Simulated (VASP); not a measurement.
Here is a VASP 6.6.1 calculation.

The input INCAR:

```
SYSTEM = Si8N
PREC = Accurate
ENCUT = 520
EDIFF = 1E-6
ISMEAR = 0
SIGMA = 0.15
LREAL = .False.
LASPH = .True.
NELM = 120
ALGO = Normal
ISIF = 2
LWAVE = .False.
LCHARG = .True.
GGA = PE
LELF = .True.
LVHAR = .True.
NBANDS = 28
GGA_COMPAT = .False.
```

Contents of KPOINTS:

```
Automatic mesh
0
Gamma
  6 6 6
  0 0 0
```

The input POSCAR:

```
Si8N
1.0
    4.7218258405      2.7261474201      1.8874557466
   -4.7218258405      2.7261474201      1.8874557466
    0.0000000000     -5.4522948402      1.8874557466
Si N
8 1
Direct
    0.0198044603      0.7179030939      0.5216794332
    0.9801955397      0.2820969061      0.4783205668
    0.7140043589      0.7140043589      0.7140043589
    0.2820969061      0.4783205668      0.9801955397
    0.4783205668      0.9801955397      0.2820969061
    0.7179030939      0.5216794332      0.0198044603
    0.2859956411      0.2859956411      0.2859956411
    0.5216794332      0.0198044603      0.7179030939
    0.4679030939      0.3550127665     -0.3968622063
```

Potentials or basis: VASP PAW PBE potentials, release 64 (Si, N).

Run with:

```sh
$ cat potpaw_PBE.64/Si/POTCAR potpaw_PBE.64/N/POTCAR > POTCAR
$ mpirun -np 1 vasp_std > vasp.out
```

Problem. Estimate the pressure.

Solution. 9.4 GPa.

Problem. Predict the largest force.

Solution. 6.310 eV/Å.

Problem. Estimate the band gap on the k mesh.

Solution. Zero (an odd number of electrons rules out a gap without spin polarisation).

Forces on the atoms (eV/Å):
```
Si  -0.002 -0.062  0.337
Si  -0.510 -0.344 -0.795
Si   0.052  0.409  2.424
Si  -0.203 -0.315  0.286
Si   0.551  0.370 -0.523
Si   0.193 -0.363 -0.080
Si  -1.566  2.837 -5.414
Si   0.205 -0.311 -0.026
N    1.279 -2.222  3.791
```

Caveat: an odd number of electrons without spin polarisation forces a metal; a magnetic or distorted state may lie lower.
